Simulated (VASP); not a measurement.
Here is a VASP 6.6.1 calculation.

File INCAR:

```
PREC = Accurate
ENCUT = 520
EDIFF = 1E-6
ISMEAR = 0
SIGMA = 0.15
LREAL = F
LASPH = T
NELM = 60
ALGO = Normal
ISIF = 2
LWAVE = F
LCHARG = F
GGA = PS
NBANDS = 8
```

File KPOINTS:

```
regular mesh
0
Gamma
  33 33 14
```

Contents of POSCAR:

```
B
1.0
    1.7535065831      0.0000000000      0.0000000000
   -0.8767532915      1.5185812466      0.0000000000
    0.0000000000      0.0000000000      3.5808915072
B
1
Direct
    0.0000000000      0.0000000000      0.0000000000
```

Potentials or basis: VASP PAW PBE potentials, release 64 (B).

Run with:

```console
$ cat potpaw_PBE.64/B/POTCAR > POTCAR
$ mpirun -np 1 vasp_std > vasp.out
```

(1) Predict the pressure.

Answers

(1) -13.1 GPa.

Caveat: the cell differs from its parent crystal (strain +0.030 along x and y, -0.015 along z); the PAW data sets were made with another functional, which shifts forces and pressure a little.
